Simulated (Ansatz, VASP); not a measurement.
**Two plane-wave programs on AlN**

Contents of INCAR:

```
SYSTEM = AlN
PREC = Accurate
ENCUT = 520
EDIFF = 1E-7
ISMEAR = 0
SIGMA = 0.05
LREAL = .False.
LASPH = .True.
NELM = 80
ALGO = Normal
ISIF = 2
LWAVE = .False.
LCHARG = .False.
GGA = PS
NBANDS = 16
```

KPOINTS

```
regular mesh
0
Gamma
  9 9 6
  0 0 0
```

POSCAR

```
AlN
1.0
    3.1582807242      0.0000000000      0.0000000000
   -1.5791403621      2.7351513395      0.0000000000
    0.0000000000      0.0000000000      4.0896577098
Al N
2 2
Direct
    0.3333333333      0.6666666667      0.7500000000
    0.6666666667      0.3333333333      0.2500000000
    0.3333333333      0.6666666667      0.2500000000
    0.6666666667      0.3333333333      0.7500000000
```

Input for Ansatz:

```yaml
crystal:
  lattice:
    - [3.1582807242, 0.0, 0.0]
    - [-1.5791403621, 2.7351513395, 0.0]
    - [0.0, 0.0, 4.0896577098]
  atoms:
    - { symbol: Al, position: [0.3333333333, 0.6666666667, 0.75] }
    - { symbol: Al, position: [0.6666666667, 0.3333333333, 0.25] }
    - { symbol: "N", position: [0.3333333333, 0.6666666667, 0.25] }
    - { symbol: "N", position: [0.6666666667, 0.3333333333, 0.75] }
basis:
  ecutwfc: 520.0
kpoints:
  mp_grid: { grid: [9, 9, 6] }
hamiltonian:
  xc: pbesol
  pseudopotentials: { kind: paw, azcp: { folder: soft_1 } }
scf:
  occupations: { method: gaussian, width: 0.05 }
output:
  forces: true
  stress: true
  eigenvalues: true
```

Alike in both runs: task single point; functional PBEsol; k mesh 9 × 9 × 6; occupations gaussian, width 0.05 eV; no spin polarisation.

|  | VASP | Ansatz |
| --- | --- | --- |
| version | VASP 6.6.1 | Ansatz 0.2.0 |
| potentials or method | VASP PAW PBE potentials, release 64 (Al, N), cutoff 520 eV | scalar-relativistic, plane waves, PAW |
| valence electrons in the cell | 16 | 16 |

```tsv
	VASP	Ansatz	Ansatz less VASP
gap on the k mesh at the Fermi level (eV)	4.03	4.01	-0.018
least direct gap on the mesh (eV)	4.03	4.01	-0.018
```

VASP's potentials were made for PBE, not for PBEsol, and Ansatz warns of the same on its side. With one functional, cell and mesh, what is left measures potentials, basis and numerics.
